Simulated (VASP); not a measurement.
# TiAl (P3m1) in VASP: notebook

Runs on TiAl. Level: PBEsol. Tasks: single point.

Everything below comes from runs of VASP 6.6.1. Logs are shortened: lines on timing, memory, paths and dates and some standing lists are left out, and cuts for length are marked.

## (1) The cell of the first run

It takes space group P3m1 (No. 156, trigonal). Conventional cell: a = 2.867 Å, b = 2.867 Å, c = 4.678 Å, α = 90.00°, β = 90.00°, γ = 120.00°. Ti (site symmetry 3m) has 6 Al at 2.72 to 3.01 Å and 6 Ti at 2.87 Å within 3.6 Å. Al (site symmetry 3m) has 6 Ti at 2.72 to 3.01 Å and 6 Al at 2.87 Å within 3.6 Å.

## (2) Single point, PBEsol (all Ti atoms moved +0.175 Å, as atom 1 along Cartesian [0 0 1])

File INCAR:

```
PREC = Accurate ; ENCUT = 520
EDIFF = 1E-6 ; ISMEAR = 0
SIGMA = 0.15 ; LREAL = False
LASPH = True ; NELM = 60
ALGO = Fast ; ISIF = 2
LWAVE = False ; LCHARG = True
GGA = PS ; LELF = True
LVHAR = True ; NBANDS = 14
```

File KPOINTS:

```
regular mesh
0
Gamma
  18 18 10
```

File POSCAR:

```
TiAl
1.0
    2.8672622327      0.0000000000      0.0000000000
   -1.4336311163      2.4831219328      0.0000000000
    0.0000000000      0.0000000000      4.6780830000
Ti Al
1 1
Direct
    0.0000000000      0.0000000000      0.0374084855
    0.3333333333      0.6666666667      0.5000000000
```

Potentials or basis: VASP PAW PBE potentials, release 64 (Ti_sv, Al).

Launch:

```sh
> cat potpaw_PBE.64/Ti_sv/POTCAR potpaw_PBE.64/Al/POTCAR > POTCAR
> mpirun -np 1 vasp_std > vasp.out
```

OUTCAR:

```text
PREC = Accurate
   ENCUT = 520
   EDIFF = 1E-6
   ISMEAR = 0
   LREAL = False
   LASPH = True
   NELM = 60
   ISIF = 2
   GGA = PS

 ion  position               nearest neighbor table
   1  0.000  0.000  0.037-   2 2.72   2 2.72   2 2.72   2 3.01   2 3.01   2 3.01
   2  0.333  0.667  0.500-   1 2.72   1 2.72   1 2.72   1 3.01   1 3.01   1 3.01

  LATTYP: Found a hexagonal cell.
 ALAT       =     2.8672622327
 C/A-ratio  =     1.6315504549

  Lattice vectors:

 A1 = (   2.8672622327,   0.0000000000,   0.0000000000)
 A2 = (  -1.4336311163,   2.4831219328,   0.0000000000)
 A3 = (   0.0000000000,   0.0000000000,   4.6780830000)

Analysis of symmetry for initial positions (statically):
=====================================================================
 Subroutine PRICEL returns:
 Original cell was already a primitive cell.

 Routine SETGRP: Setting up the symmetry group for a
 hexagonal supercell.

 Subroutine GETGRP returns: Found  6 space group operations
 (whereof  6 operations were pure point group operations)
 out of a pool of 24 trial point group operations.

The static configuration has the point symmetry C_3v.

Analysis of symmetry for dynamics (positions and initial velocities):
=====================================================================
 Subroutine PRICEL returns:
 Original cell was already a primitive cell.

 Routine SETGRP: Setting up the symmetry group for a
 hexagonal supercell.

 Subroutine GETGRP returns: Found  6 space group operations
 (whereof  6 operations were pure point group operations)
 out of a pool of 24 trial point group operations.

The dynamic configuration has the point symmetry C_3v.

 Subroutine INISYM returns: Found  6 space group operations
 (whereof  6 operations are pure point group operations),
 and found     1 'primitive' translations

----------------------------------------------------------------------------------------

                                     Primitive cell

  volume of cell :      33.3068

  direct lattice vectors                    reciprocal lattice vectors
     2.867262233  0.000000000  0.000000000     0.348764751  0.201359423  0.000000000
    -1.433631116  2.483121933  0.000000000     0.000000000  0.402718846  0.000000000
     0.000000000  0.000000000  4.678083000     0.000000000  0.000000000  0.213762774

  length of vectors
     2.867262233  2.867262233  4.678083000     0.402718846  0.402718846  0.213762774

  position of ions in fractional coordinates (direct lattice)
     0.000000000  0.000000000  0.037408486
     0.333333333  0.666666667  0.500000000

  ion indices of the primitive-cell ions
   primitive index   ion index
                 1           1
                 2           2

----------------------------------------------------------------------------------------

 KPOINTS: regular mesh

Automatic generation of k-mesh.
 Grid dimensions read from file:
 generate k-points for:   18   18   10

 Generating k-lattice:

  Cartesian coordinates                     Fractional coordinates (reciprocal lattice)
     0.019375820  0.011186635  0.000000000     0.055555556  0.000000000  0.000000000
     0.000000000  0.022373269  0.000000000     0.000000000  0.055555556  0.000000000
     0.000000000  0.000000000  0.021376277     0.000000000  0.000000000  0.100000000

  Length of vectors
     0.022373269  0.022373269  0.021376277

  Shift w.r.t. Gamma in fractional coordinates (k-lattice)
     0.000000000  0.000000000  0.000000000

 Subroutine IBZKPT returns following result:
 ===========================================

 Found    330 irreducible k-points:

 Following reciprocal coordinates:
            Coordinates               Weight
  0.000000  0.000000  0.000000      1.000000
  0.055556 -0.000000  0.000000      6.000000
  0.111111 -0.000000  0.000000      6.000000
  0.166667 -0.000000  0.000000      6.000000
  0.222222 -0.000000  0.000000      6.000000
  0.277778 -0.000000  0.000000      6.000000
[... 16 lines left out ...]
  0.333333  0.111111  0.000000     12.000000
  0.388889  0.111111  0.000000     12.000000
 [... further k-points ...]
   k-points           NKPTS =    330   k-points in BZ     NKDIM =    330   number of bands    NBANDS=     14
   number of dos      NEDOS =    301   number of ions     NIONS =      2
   total plane-waves  NPLWV =  20736
   dimension x,y,z NGX =    24 NGY =   24 NGZ =   36
   dimension x,y,z NGXF=    48 NGYF=   48 NGZF=   72
   ions per type =               1   1
   NGX,Y,Z   is equivalent  to a cutoff of  13.92, 13.92, 12.79 a.u.
   NGXF,Y,Z  is equivalent  to a cutoff of  27.83, 27.83, 25.59 a.u.
 SYSTEM =  unknown system
   PREC   = accura    normal or accurate (medium, high low for compatibility)
   ISTART =      0    job   : 0-new  1-cont  2-samecut
   ICHARG =      2    charge: 1-file 2-atom 10-const
   ISPIN  =      1    spin polarized calculation?
   LNONCOLLINEAR =      F non collinear calculations
   LSORBIT =      F    spin-orbit coupling
   LASPH  =      T    aspherical Exc in radial PAW
   ENCUT  =  520.0 eV  38.22 Ry    6.18 a.u.   5.33  5.33  8.70*2*pi/ulx,y,z
   NELM   =     60;   NELMIN=  2; NELMDL= -5     # of ELM steps
   EDIFF  = 0.1E-05   stopping-criterion for ELM
   LREAL  =      F    real-space projection
   EDIFFG = 0.1E-04   stopping-criterion for IOM
   NSW    =      0    number of steps for IOM
   IBRION =     -1    ionic relax: 0-MD 1-quasi-New 2-CG
   NFREE  =      0    steps in history (QN), initial steepest desc. (CG)
   ISIF   =      2    stress and relaxation
   ISYM   =      2    0-nonsym 1-usesym 2-fastsym
   POTIM  = 0.5000    time-step for ionic-motion
   TEBEG  =    0.0;   TEEND  =   0.0 temperature during run
   PSTRESS=    0.0 pullay stress
   NELECT =      15.0000    total number of electrons
   NUPDOWN=      -1.0000    fix difference up-down
   EMIN   =  10.00;   EMAX   =-10.00  energy-range for DOS
   EFERMI =   0.00;   METHOD = LEGACY
   ISMEAR =     0;   SIGMA  =   0.15  broadening in eV -4-tet -1-fermi 0-gaus
   EFERMI_NEDOS =   21; number of points for ismear=-14 and -15
   IALGO  =     68    algorithm
   IMIX   =      4    mixing-type and parameters
     AMIX     =   0.40;   BMIX     =  1.00
     AMIX_MAG =   1.60;   BMIX_MAG =  1.00
  volume/ion in A,a.u.               =      16.65       112.38
  Fermi-wavevector in a.u.,A,eV,Ry     =   1.254857  2.371335 21.424622  1.574665
  Thomas-Fermi vector in A             =   2.388641
   LORBIT       =      0    0 simple, 1 ext, 2 COOP (PROOUT), +10 PAW based schemes
   GGA     = PS    functional components
   LHFCALC =     F    Hartree Fock is set to
   AEXX    =    0.0000 exact exchange contribution
   IVDW    =     0    specifies the selected vdW correction
   LEPSILON=     F    determine dielectric tensor
   LRPA    =     F    only Hartree local field effects (RPA)
 non-spin polarized calculation
 RMM-DIIS sequential band-by-band and
 Gauss-broadening in eV      SIGMA  =   0.15
  energy-cutoff  :      520.00
  volume of cell :       33.31
 maximum number of plane-waves:       917
 NGX is ok and might be reduce to    24
   NGX = 11   NGY = 11   NGZ = 17

 number of electron      15.0000002 magnetization

 Free energy of the ion-electron system (eV)
  ---------------------------------------------------
  ext. energy  EPLUGINS =         0.00000000
  ---------------------------------------------------
  free energy    TOTEN  =       -12.83564289 eV

  energy without entropy =      -12.80678939  energy(sigma->0) =      -12.82121614

 E-fermi :   7.7642     XC(G=0): -11.0205

 val. band max:        7.7637545545   @ k =   0.2222   0.0556   0.4000
 cond. band min:       7.7643044259   @ k =  -0.0556   0.4444   0.4000
 fundamental gap:      0.0005498714
 Fermi energy:         7.7642220480

 k-point     1 :       0.0000    0.0000    0.0000
  band No.  band energies     occupation
      1     -48.5165      2.00000
      2     -24.9399      2.00000
      3     -24.5185      2.00000
      4     -24.5185      2.00000
      5      -1.1473      2.00000
      6       5.3870      2.00000
      7       6.0502      2.00000
      8       9.0228      0.00000
      9       9.0228      0.00000
     10      10.5055      0.00000
     11      10.5055      0.00000
     12      11.6548      0.00000
     13      20.6662      0.00000
     14      20.6767      0.00000

 k-point     2 :       0.0556   -0.0000    0.0000
  band No.  band energies     occupation
      1     -48.5136      2.00000
      2     -24.9370      2.00000
      3     -24.5367      2.00000
      4     -24.5226      2.00000
      5      -1.0705      2.00000
      6       5.4666      2.00000
      7       6.0631      2.00000
      8       8.9471      0.00000
      9       9.0858      0.00000
     10      10.4837      0.00000
     11      10.5215      0.00000
     12      11.6736      0.00000
     13      19.3543      0.00000
     14      19.8951      0.00000

 k-point     3 :       0.1111   -0.0000    0.0000
  band No.  band energies     occupation
      1     -48.5052      2.00000
      2     -24.9287      2.00000
      3     -24.5889      2.00000
      4     -24.5344      2.00000
      5      -0.8415      2.00000
      6       5.6868      2.00000
      7       6.1087      2.00000
      8       8.7399      0.00000
      9       9.2709      0.00000
     10      10.4215      0.00000
     11      10.5719      0.00000
     12      11.7267      0.00000
     13      17.5235      0.00000
     14      18.9774      0.00000
[... 324 lines left out ...]
 k-point    23 :       0.3333    0.1111    0.0000
  band No.  band energies     occupation
      1     -48.4273      2.00000
      2     -25.0235      2.00000
      3     -24.8515      2.00000
      4     -24.6774      2.00000
      5       2.5876      2.00000
      6       6.2171      2.00000
      7       6.6268      2.00000
      8       7.3268      1.99996
      9       9.4358      0.00000
     10      10.5903      0.00000
     11      11.8284      0.00000
     12      12.1088      0.00000
     13      13.0990      0.00000
     14      14.1406      0.00000

 k-point    24 :       0.3889    0.1111    0.0000
  band No.  band energies     occupation
      1     -48.4193      2.00000
      2     -25.0662      2.00000
      3     -24.8437      2.00000
      4     -24.6923      2.00000
      5       3.5450      2.00000
      6       5.6889      2.00000
      7       6.4856      2.00000
      8       6.9955      2.00000
      9       9.3154      0.00000
     10      10.8367      0.00000
     11      11.8139      0.00000
     12      12.4269      0.00000
     13      13.3296      0.00000
     14      14.1974      0.00000

 [... further k-points ...]
[... 5 lines left out ...]
  --------------------------------------------------------------------------------------
  -------------------------------------------------------------------------------------
  Total       -0.3065256     -0.3065256     -0.2602588     -0.0000000      0.0000000     -0.0000000
  in kB      -14.7449700    -14.7449700    -12.5193745     -0.0000000      0.0000000     -0.0000000
  external PRESSURE =     -14.0031049 kB  Pullay stress =       0.0000000 kB

 VOLUME and BASIS-vectors are now :
 -----------------------------------------------------------------------------
  energy-cutoff  :      520.00
  volume of cell :       33.31
      direct lattice vectors                 reciprocal lattice vectors
     2.867262233  0.000000000  0.000000000     0.348764751  0.201359423  0.000000000
    -1.433631116  2.483121933  0.000000000     0.000000000  0.402718846  0.000000000
     0.000000000  0.000000000  4.678083000     0.000000000  0.000000000  0.213762774

 POSITION                                       TOTAL-FORCE (eV/Angst)
 -----------------------------------------------------------------------------------
      0.00000      0.00000      0.17500        -0.000000      0.000000     -1.200788
     -0.00000      1.65541      2.33904         0.000000      0.000000      1.200788
 -----------------------------------------------------------------------------------
    total drift:                                0.000000      0.000000     -0.001727

  FREE ENERGIE OF THE ION-ELECTRON SYSTEM (eV)
  ---------------------------------------------------
  free  energy   TOTEN  =       -12.8356428858 eV

  energy  without entropy=      -12.8067893925  energy(sigma->0) =      -12.82121614
```

Wall time 3.7 min (1 thread of AMD EPYC 9R45 (Zen 5), shared host); peak memory 0.25 GiB.

Results:

- Free energy: -12.8356 eV
- Pressure: -1.4 GPa
- Largest force: 1.201 eV/Å
- Band gap on the k mesh: zero (an odd number of electrons rules out a gap without spin polarisation)

Forces in eV/Å, atoms in the order of the input:
```
Ti   0.000  0.000 -1.201
Al   0.000  0.000  1.201
```

Caveat: the cell differs from its parent crystal (all Ti atoms moved +0.175 Å, as atom 1 along Cartesian [0 0 1]); the PAW data sets were made with another functional, which shifts forces and pressure a little.

## (3) Single point, PBEsol (all Ti atoms moved +0.125 Å, as atom 1 along Cartesian [0 0 1])

File INCAR:

```
PREC = Accurate ; ENCUT = 520
EDIFF = 1E-7 ; ISMEAR = 0
SIGMA = 0.15 ; LREAL = F
LASPH = T ; NELM = 60
ALGO = Fast ; ISIF = 2
LWAVE = F ; LCHARG = F
GGA = PS ; NBANDS = 14
```

KPOINTS is that of step 2.

POSCAR: that of step 2 with these lines changed.

```diff
@@ -8,3 +8,3 @@
 Direct
-    0.0000000000      0.0000000000      0.0374084855
+    0.0000000000      0.0000000000      0.0267203468
     0.3333333333      0.6666666667      0.5000000000
```

Potentials or basis: VASP PAW PBE potentials, release 64 (Ti_sv, Al).

Launch:

```sh
> cat potpaw_PBE.64/Ti_sv/POTCAR potpaw_PBE.64/Al/POTCAR > POTCAR
> mpirun -np 1 vasp_std > vasp.out
```

It took 4.5 min on 1 thread of AMD EPYC 9R45 (Zen 5), shared host; peak memory 0.25 GiB.

It converged, with:

```
Free energy            : -12.8867 eV
Pressure               : -2.1 GPa
Largest force          : 0.847 eV/Å
Band gap on the k mesh : zero (an odd number of electrons rules out a gap without spin polarisation)
```

Forces on the atoms (eV/Å):
```
Ti   0.000  0.000 -0.847
Al   0.000  0.000  0.847
```

Stress tensor (GPa, compression positive):
```
-1.94  0.00  0.00
 0.00 -1.94  0.00
 0.00  0.00 -2.47
```

Levels at points of the mesh, in eV from the Fermi level:
| k point | band 4 | band 5 | band 6 | band 7 | band 8 | band 9 | band 10 | band 11 |
| --- | --- | --- | --- | --- | --- | --- | --- | --- |
| (0.00, 0.00, 0.00) | -32.29 | -8.92 | -2.34 | -1.77 | 1.27 | 1.27 | 2.75 | 2.75 |
| (0.50, 0.00, 0.00) | -32.42 | -3.70 | -2.86 | -1.47 | -1.00 | 2.07 | 3.96 | 4.08 |
| (0.00, 0.00, 0.50) | -32.29 | -8.03 | -5.26 | -0.43 | 1.28 | 1.28 | 2.68 | 2.68 |
| (0.50, 0.00, 0.50) | -32.42 | -3.66 | -2.45 | -1.78 | 0.55 | 0.97 | 1.88 | 2.93 |

Caveat: the cell differs from its parent crystal (all Ti atoms moved +0.125 Å, as atom 1 along Cartesian [0 0 1]); the PAW data sets were made with another functional, which shifts forces and pressure a little.
